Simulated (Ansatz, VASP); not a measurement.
## Ca3Zr2N: VASP beside Ansatz

```
Ca Zr N
1.0
     3.60563    0.00000    0.00000
     0.00000    3.60563    0.00000
     0.00000    0.00000    8.00958
Ca Zr N
3 2 1
Direct
  0.50000 0.00000 0.38354
  0.00000 0.50000 0.61646
  0.00000 0.00000 0.00000
  0.50000 0.00000 0.73987
  0.00000 0.50000 0.26013
  0.50000 0.50000 0.00000
```

Change from the starting cell: species swapped into the Hf2GaSb3 type (P-4m2, No. 115).

Alike in both runs: task relaxation of cell and atoms; functional PBE; k mesh 6 × 6 × 2; occupations gaussian, width 0.1 eV; no spin polarisation.

|  | VASP | Ansatz |
| --- | --- | --- |
| version | VASP 6.6.1 | Ansatz 0.2.0 |
| potentials or method | VASP PAW PBE potentials, release 64 (Ca_sv, Zr_sv, N), cutoff 600 eV | scalar-relativistic, plane waves, PAW |
| valence electrons in the cell | 59 | 59 |

Ansatz gave:

* gap on the k mesh at the Fermi level, each at its own relaxed structure (eV): none
* relaxed volume (Å³/atom): 24.94
* relaxed cell length with the largest relative difference (Å): 13.076

Which values does VASP return?

gap on the k mesh at the Fermi level, each at its own relaxed structure (eV): none; relaxed volume (Å³/atom): 24.09; relaxed cell length with the largest relative difference (Å): 12.443.

A gap of «none» marks a metal or a gap that the smearing closes. One of these differences is far larger than is usual between the two programs; its cause wasn't traced.

The k mesh is coarse, so the values compare programs but aren't converged. Noted on VASP's run: the volume moved by over 15 % at a fixed basis, so the end points are rough.
